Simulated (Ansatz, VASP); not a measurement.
## Two plane-wave programs on Bi2Te3

File INCAR:

```
SYSTEM = Bi2Te3
PREC = Accurate
ENCUT = 520
EDIFF = 1E-6
ISMEAR = -1
SIGMA = 0.05
LREAL = .FALSE.
LASPH = .TRUE.
NELM = 60
ALGO = Normal
ISIF = 2
LWAVE = .FALSE.
LCHARG = .TRUE.
GGA = PS
LELF = .TRUE.
LVHAR = .TRUE.
NBANDS = 32
```

KPOINTS

```
regular mesh
0
G
  6 6 6
  0 0 0
```

POSCAR

```
Bi2Te3
1.0
    2.1930000000      1.2661291403     10.5722933334
   -2.1930000000      1.2661291403     10.5722933334
    0.0000000000     -2.5322582807     10.5722933334
Bi Te
2 3
Direct
    0.6000000000      0.6000000000      0.6000000000
    0.4000000000      0.4000000000      0.4000000000
    0.7905000000      0.7905000000      0.7905000000
    0.2095000000      0.2095000000      0.2095000000
    0.0000000000      0.0000000000      0.0000000000
```

Contents of input.yaml:

```yaml
crystal:
  lattice:
    - [2.193, 1.2661291403, 10.5722933334]
    - [-2.193, 1.2661291403, 10.5722933334]
    - [0.0, -2.5322582807, 10.5722933334]
  atoms:
    - { symbol: Bi, position: [0.6, 0.6, 0.6] }
    - { symbol: Bi, position: [0.4, 0.4, 0.4] }
    - { symbol: Te, position: [0.7905, 0.7905, 0.7905] }
    - { symbol: Te, position: [0.2095, 0.2095, 0.2095] }
    - { symbol: Te, position: [0.0, 0.0, 0.0] }
hamiltonian:
  xc: pbesol
  pseudopotentials: { kind: paw }
kpoints:
  mp_grid: { grid: [6, 6, 6] }
  band_path:
    path:
      - [[0.0, 0.0, 0.0], [0.5, 0.0, 0.0], [0.5, 0.1762281735, -0.1762281735]]
      - [[0.8237718265, 0.5, 0.1762281735], [0.5, 0.5, 0.5], [0.0, 0.0, 0.0], [0.3381140868, 0.0, -0.3381140868]]
      - [[0.6618859132, 0.3381140868, 0.0], [0.5, 0.5, 0.0], [0.6618859132, 0.6618859132, 0.1762281735], [0.5, 0.5, 0.5]]
      - [[0.5, 0.0, 0.0], [0.8237718265, 0.3381140868, 0.3381140868]]
    npoints: 14
scf:
  occupations: { method: fermi_dirac, width: 0.05 }
  n_extra_bands: 12
output:
  forces: true
  stress: true
  eigenvalues: true
  fatbands: false
```

Alike in both runs: functional PBEsol; k mesh 6 × 6 × 6; occupations fermi-dirac, width 0.05 eV; no spin polarisation.

```csv
,VASP,Ansatz
version,VASP 6.6.1,Ansatz 0.2.0
potentials or method,"VASP PAW PBE potentials, release 64 (Bi_d, Te)",Ansatz PAW
plane-wave cutoff (eV),520,420
valence electrons in the cell,48,78
task,single point,band structure
```

```tsv
	VASP	Ansatz	Ansatz less VASP
gap on the k mesh at the Fermi level (eV)	0.37	0.37	+0.009
least direct gap on the mesh (eV)	0.37	0.37	+0.009
pressure (GPa)	-2.5	-2.5	0.00
traceless stress, the component that is largest in VASP (GPa)	-1.17	-1.17	-0.007
rms of the force components (eV/Å)	0.167	0.173	+0.0063
```

VASP's potentials were made for PBE, not for PBEsol. Atom by atom the forces differ by 0.006 eV/Å (rms over components). With one functional, cell and mesh, what is left measures potentials, basis and numerics. VASP's potentials hold 48 valence electrons a cell and Ansatz's 78, so a difference there can come from the potentials and not from the codes.

Spin-orbit coupling is off throughout.
